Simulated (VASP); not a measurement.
# MgI2 in VASP: a series of runs

Runs on MgI2. Level: PBE+D3(BJ). Tasks: single point.

All numbers are computed with VASP 6.6.1; they aren't measurements. Logs are shortened: lines on timing, memory, paths and dates and some standing lists are left out, and cuts for length are marked.

### 1 The cell of the first run

The cell holds a sheet with vacuum, 6 atoms: a = 4.129 Å, b = 4.129 Å, c = 44.207 Å, α = 90.00°, β = 90.00°, γ = 120.00°.

### 2 Single point, PBE+D3(BJ)

INCAR reads:

```
ALGO = Normal
DIPOL = 0.5 0.5 0.271
EDIFF = 1E-6
ENCUT = 520
GGA = PE
IDIPOL = 3
ISIF = 2
ISMEAR = 0
IVDW = 12
LASPH = True
LCHARG = True
LDIPOL = True
LELF = True
LREAL = False
LVACPOTAV = True
LVHAR = True
LWAVE = False
NBANDS = 25
NELM = 100
PREC = Accurate
SIGMA = 0.1
```

KPOINTS reads:

```
k-points
0
Gamma
  6 6 1
```

POSCAR reads:

```
MgI2
1.0
    4.1291190000      0.0000000000      0.0000000000
   -2.0645590000      3.5759220000      0.0000000000
    0.0000000000      0.0000000000     44.2065080000
Mg I
2 4
Direct
    0.0000000000      0.0000000000      0.1937110000
    0.3333330000      0.6666670000      0.3491960000
    0.3333330000      0.6666670000      0.2316590000
    0.6666670000      0.3333330000      0.1556770000
    0.6666670000      0.3333330000      0.3872300000
    0.0000000000      0.0000000000      0.3112470000
```

Potentials or basis: VASP PAW PBE potentials, release 64 (Mg, I).

Started as:

```console
cat potpaw_PBE.64/Mg/POTCAR potpaw_PBE.64/I/POTCAR > POTCAR
mpirun -np 1 vasp_std > vasp.out
```

OUTCAR:

```text
EDIFF = 1E-6
   ENCUT = 520
   GGA = PE
   ISIF = 2
   ISMEAR = 0
   IVDW = 12
   LASPH = True
   LREAL = False
   NELM = 100
   PREC = Accurate
 IVDW          = 12

 ion  position               nearest neighbor table
   1  0.000  0.000  0.194-   3 2.92   3 2.92   3 2.92   4 2.92   4 2.92   4 2.92
   2  0.333  0.667  0.349-   6 2.92   6 2.92   6 2.92   5 2.92   5 2.92   5 2.92
   3  0.333  0.667  0.232-   1 2.92   1 2.92   1 2.92
   4  0.667  0.333  0.156-   1 2.92   1 2.92   1 2.92
   5  0.667  0.333  0.387-   2 2.92   2 2.92   2 2.92
   6  0.000  0.000  0.311-   2 2.92   2 2.92   2 2.92

  LATTYP: Found a hexagonal cell.
 ALAT       =     4.1291190000
 C/A-ratio  =    10.7060387458

  Lattice vectors:

 A1 = (   4.1291190000,   0.0000000000,   0.0000000000)
 A2 = (  -2.0645590000,   3.5759220000,   0.0000000000)
 A3 = (   0.0000000000,   0.0000000000,  44.2065080000)

Analysis of symmetry for initial positions (statically):
=====================================================================
 Subroutine PRICEL returns:
 Original cell was already a primitive cell.

 Routine SETGRP: Setting up the symmetry group for a
 hexagonal supercell.

 Subroutine GETGRP returns: Found 12 space group operations
 (whereof  6 operations were pure point group operations)
 out of a pool of 24 trial point group operations.

The static configuration has the point symmetry C_3v.
 The point group associated with its full space group is D_3d.

Analysis of symmetry for dynamics (positions and initial velocities):
=====================================================================
 Subroutine PRICEL returns:
 Original cell was already a primitive cell.

 Routine SETGRP: Setting up the symmetry group for a
 hexagonal supercell.

 Subroutine GETGRP returns: Found 12 space group operations
 (whereof  6 operations were pure point group operations)
 out of a pool of 24 trial point group operations.

The dynamic configuration has the point symmetry C_3v.
 The point group associated with its full space group is D_3d.

 Subroutine INISYM returns: Found 12 space group operations
 (whereof  6 operations are pure point group operations),
 and found     1 'primitive' translations

----------------------------------------------------------------------------------------

                                     Primitive cell

  volume of cell :     652.7271

  direct lattice vectors                    reciprocal lattice vectors
     4.129119000  0.000000000  0.000000000     0.242182412  0.139824045  0.000000000
    -2.064559000  3.575922000  0.000000000     0.000000000  0.279648158  0.000000000
     0.000000000  0.000000000 44.206508000     0.000000000  0.000000000  0.022621104

  length of vectors
     4.129119000  4.129118794 44.206508000     0.279648144  0.279648158  0.022621104

  position of ions in fractional coordinates (direct lattice)
     0.000000000  0.000000000  0.193711000
     0.333333000  0.666667000  0.349196000
     0.333333000  0.666667000  0.231659000
     0.666667000  0.333333000  0.155677000
     0.666667000  0.333333000  0.387230000
     0.000000000  0.000000000  0.311247000

  ion indices of the primitive-cell ions
   primitive index   ion index
                 1           1
                 2           2
                 3           3
                 4           4
                 5           5
                 6           6

----------------------------------------------------------------------------------------

 KPOINTS: k-points

Automatic generation of k-mesh.
 Grid dimensions read from file:
 generate k-points for:    6    6    1

 Generating k-lattice:

  Cartesian coordinates                     Fractional coordinates (reciprocal lattice)
     0.040363735  0.023304008  0.000000000     0.166666667 -0.000000000  0.000000000
     0.000000000  0.046608026  0.000000000     0.000000000  0.166666667  0.000000000
     0.000000000  0.000000000  0.022621104     0.000000000  0.000000000  1.000000000

  Length of vectors
     0.046608024  0.046608026  0.022621104

  Shift w.r.t. Gamma in fractional coordinates (k-lattice)
     0.000000000  0.000000000  0.000000000

 Subroutine IBZKPT returns following result:
 ===========================================

 Found      7 irreducible k-points:

 Following reciprocal coordinates:
            Coordinates               Weight
  0.000000  0.000000  0.000000      1.000000
  0.166667  0.000000  0.000000      6.000000
  0.333333  0.000000  0.000000      6.000000
  0.500000  0.000000  0.000000      3.000000
  0.166667  0.166667  0.000000      6.000000
  0.333333  0.166667  0.000000     12.000000
  0.333333  0.333333  0.000000      2.000000
   k-points           NKPTS =      7   k-points in BZ     NKDIM =      7   number of bands    NBANDS=     25
   number of dos      NEDOS =    301   number of ions     NIONS =      6
   total plane-waves  NPLWV = 344064
   dimension x,y,z NGX =    32 NGY =   32 NGZ =  336
   dimension x,y,z NGXF=    64 NGYF=   64 NGZF=  672
   ions per type =               2   4
   NGX,Y,Z   is equivalent  to a cutoff of  12.88, 12.88, 12.64 a.u.
   NGXF,Y,Z  is equivalent  to a cutoff of  25.77, 25.77, 25.27 a.u.
 SYSTEM =  unknown system
   PREC   = accura    normal or accurate (medium, high low for compatibility)
   ISTART =      0    job   : 0-new  1-cont  2-samecut
   ICHARG =      2    charge: 1-file 2-atom 10-const
   ISPIN  =      1    spin polarized calculation?
   LNONCOLLINEAR =      F non collinear calculations
   LSORBIT =      F    spin-orbit coupling
   LASPH  =      T    aspherical Exc in radial PAW
   ENCUT  =  520.0 eV  38.22 Ry    6.18 a.u.   7.68  7.68 82.19*2*pi/ulx,y,z
   NELM   =    100;   NELMIN=  2; NELMDL= -5     # of ELM steps
   EDIFF  = 0.1E-05   stopping-criterion for ELM
   LREAL  =      F    real-space projection
   EDIFFG = 0.1E-04   stopping-criterion for IOM
   NSW    =      0    number of steps for IOM
   IBRION =     -1    ionic relax: 0-MD 1-quasi-New 2-CG
   NFREE  =      0    steps in history (QN), initial steepest desc. (CG)
   ISIF   =      2    stress and relaxation
   ISYM   =      2    0-nonsym 1-usesym 2-fastsym
   POTIM  = 0.5000    time-step for ionic-motion
   TEBEG  =    0.0;   TEEND  =   0.0 temperature during run
   PSTRESS=    0.0 pullay stress
   NELECT =      32.0000    total number of electrons
   NUPDOWN=      -1.0000    fix difference up-down
   EMIN   =  10.00;   EMAX   =-10.00  energy-range for DOS
   EFERMI =   0.00;   METHOD = LEGACY
   ISMEAR =     0;   SIGMA  =   0.10  broadening in eV -4-tet -1-fermi 0-gaus
   EFERMI_NEDOS =   21; number of points for ismear=-14 and -15
   IALGO  =     38    algorithm
   IMIX   =      4    mixing-type and parameters
     AMIX     =   0.40;   BMIX     =  1.00
     AMIX_MAG =   1.60;   BMIX_MAG =  1.00
  volume/ion in A,a.u.               =     108.79       734.14
  Fermi-wavevector in a.u.,A,eV,Ry     =   0.599167  1.132261  4.884500  0.359001
  Thomas-Fermi vector in A             =   1.650546
   LORBIT       =      0    0 simple, 1 ext, 2 COOP (PROOUT), +10 PAW based schemes
   GGA     = PE    functional components
   LHFCALC =     F    Hartree Fock is set to
   AEXX    =    0.0000 exact exchange contribution
   IVDW    =    12    specifies the selected vdW correction
   LEPSILON=     F    determine dielectric tensor
   LRPA    =     F    only Hartree local field effects (RPA)
 non-spin polarized calculation
 Gauss-broadening in eV      SIGMA  =   0.10
  energy-cutoff  :      520.00
  volume of cell :      652.73
 maximum number of plane-waves:     17727
 NGX is ok and might be reduce to    32
   NGX = 15   NGY = 15   NGZ =165

 dipolmoment           0.000000      0.000000     -0.000002 electrons x Angstroem

 number of electron      32.0000001 magnetization

 dipolmoment           0.000000      0.000000      0.000381 electrons x Angstroem

 Free energy of the ion-electron system (eV)
  ---------------------------------------------------
  ext. energy  EPLUGINS =         0.00000000
  ---------------------------------------------------
  free energy    TOTEN  =       -15.40569498 eV

  energy without entropy =      -15.40569498  energy(sigma->0) =      -15.40569498

 E-fermi :  -3.1947     XC(G=0):  -2.7924

 val. band max:       -3.6277301289   @ k =   0.0000   0.0000   0.0000
 cond. band min:      -0.1896227757   @ k =   0.5000   0.0000   0.0000
 fundamental gap:      3.4381073532
 Fermi energy:        -3.1946849095

 k-point     1 :       0.0000    0.0000    0.0000
  band No.  band energies     occupation
      1     -15.6404      2.00000
      2     -15.5528      2.00000
      3     -15.1107      2.00000
      4     -15.0118      2.00000
      5      -6.9833      2.00000
      6      -6.5441      2.00000
[... 17 lines left out ...]
     24       2.9005      0.00000
     25       3.0470      0.00000

 k-point     2 :       0.1667    0.0000    0.0000
  band No.  band energies     occupation
      1     -15.4979      2.00000
      2     -15.4162      2.00000
      3     -15.0190      2.00000
      4     -14.9306      2.00000
      5      -6.8154      2.00000
      6      -6.4882      2.00000
[... 17 lines left out ...]
     24       3.0169      0.00000
     25       3.1375      0.00000

 k-point     3 :       0.3333    0.0000    0.0000
  band No.  band energies     occupation
      1     -15.1604      2.00000
      2     -15.0988      2.00000
      3     -14.8364      2.00000
      4     -14.7796      2.00000
      5      -6.8442      2.00000
      6      -6.7400      2.00000
[... 17 lines left out ...]
     24       3.3797      0.00000
     25       3.6960      0.00000

 k-point     4 :       0.5000    0.0000    0.0000
  band No.  band energies     occupation
      1     -14.9289      2.00000
      2     -14.8919      2.00000
      3     -14.7683      2.00000
      4     -14.7404      2.00000
      5      -7.2990      2.00000
      6      -7.1645      2.00000
[... 17 lines left out ...]
     24       3.1125      0.00000
     25       3.5583      0.00000

 k-point     5 :       0.1667    0.1667    0.0000
  band No.  band energies     occupation
      1     -15.2556      2.00000
      2     -15.1871      2.00000
      3     -14.8799      2.00000
      4     -14.8130      2.00000
      5      -6.6343      2.00000
      6      -6.6011      2.00000
[... 17 lines left out ...]
     24       3.2985      0.00000
     25       3.5014      0.00000

 k-point     6 :       0.3333    0.1667    0.0000
  band No.  band energies     occupation
      1     -14.9449      2.00000
      2     -14.9048      2.00000
      3     -14.7579      2.00000
      4     -14.7285      2.00000
      5      -7.0451      2.00000
      6      -6.9196      2.00000
[... 17 lines left out ...]
     24       3.1805      0.00000
     25       3.4718      0.00000

 k-point     7 :       0.3333    0.3333    0.0000
  band No.  band energies     occupation
      1     -14.7823      2.00000
      2     -14.7798      2.00000
      3     -14.7495      2.00000
      4     -14.7449      2.00000
      5      -6.8528      2.00000
      6      -6.8492      2.00000
[... 17 lines left out ...]
     24       4.3652      0.00000
     25       4.5182      0.00000

------------------------ aborting loop because EDIFF is reached ----------------------------------------

 vacuum level on the upper side and lower side of the slab       (xc-potential included)        -0.111        -0.115

 Edisp (eV)   -1.63669

 E8    (eV) :    -0.7536

  FORCE on cell =-STRESS in cart. coord.  units (eV):
  Direction    XX          YY          ZZ          XY          YZ          ZX
  --------------------------------------------------------------------------------------
  -------------------------------------------------------------------------------------
  Total      -0.08249    -0.08249    -0.07273    -0.00000    -0.00000     0.00000
  in kB      -0.20247    -0.20247    -0.17852    -0.00000    -0.00000     0.00000
  external pressure =       -0.19 kB  Pullay stress =        0.00 kB

 VOLUME and BASIS-vectors are now :
 -----------------------------------------------------------------------------
  energy-cutoff  :      520.00
  volume of cell :      652.73
      direct lattice vectors                 reciprocal lattice vectors
     4.129119000  0.000000000  0.000000000     0.242182412  0.139824045  0.000000000
    -2.064559000  3.575922000  0.000000000     0.000000000  0.279648158  0.000000000
     0.000000000  0.000000000 44.206508000     0.000000000  0.000000000  0.022621104

 POSITION                                       TOTAL-FORCE (eV/Angst)
 -----------------------------------------------------------------------------------
      0.00000      0.00000      8.56329         0.000000      0.000000     -0.001863
     -0.00000      2.38395     15.43674         0.000000     -0.000000      0.001863
     -0.00000      2.38395     10.24084        -0.000000     -0.000000     -0.007706
      2.06456      1.19197      6.88194        -0.000000      0.000000      0.010629
      2.06456      1.19197     17.11809        -0.000000      0.000000     -0.010629
      0.00000      0.00000     13.75914         0.000000      0.000000      0.007706
 -----------------------------------------------------------------------------------
    total drift:                               -0.001172      0.000677      0.035143

  FREE ENERGIE OF THE ION-ELECTRON SYSTEM (eV)
  ---------------------------------------------------
  free  energy   TOTEN  =       -17.0423873966 eV

  energy  without entropy=      -17.0423873966  energy(sigma->0) =      -17.04238740

 vacuum level on the upper side and lower side of the slab         2.700         2.696
```

Wall time 1.8 min (1 thread of AMD EPYC 9R45 (Zen 5), shared host); peak memory 0.68 GiB.

Results:

```
Free energy                            : -17.0424 eV
Largest force                          : 0.011 eV/Å
Band gap on the k mesh                 : 3.44 eV, indirect (least direct gap 3.88 eV)
Dispersion energy per atom             : -0.273 eV
Ionisation potential of the upper face : 6.33 eV
```

Forces in eV/Å, atoms in the order of the input:
```
Mg   0.000  0.000 -0.002
Mg   0.000  0.000  0.002
I    0.000  0.000 -0.008
I    0.000  0.000  0.011
I    0.000  0.000 -0.011
I    0.000  0.000  0.008
```

Levels at points of the mesh, in eV from the valence-band top:
```tsv
k point	band 12	band 13	band 14	band 15	band 16	band 17	band 18	band 19	band 20	band 21
(0.00, 0.00, 0.00)	-0.28	-0.06	-0.06	0.00	0.00	3.94	4.42	4.87	4.95	5.96
(0.50, 0.00, 0.00)	-1.17	-0.99	-0.58	-0.56	-0.45	3.44	3.74	5.25	5.31	5.54
```

Caveat: spin-orbit coupling is left out, which moves the levels of the heavy elements.

[end of part 1 of 2]
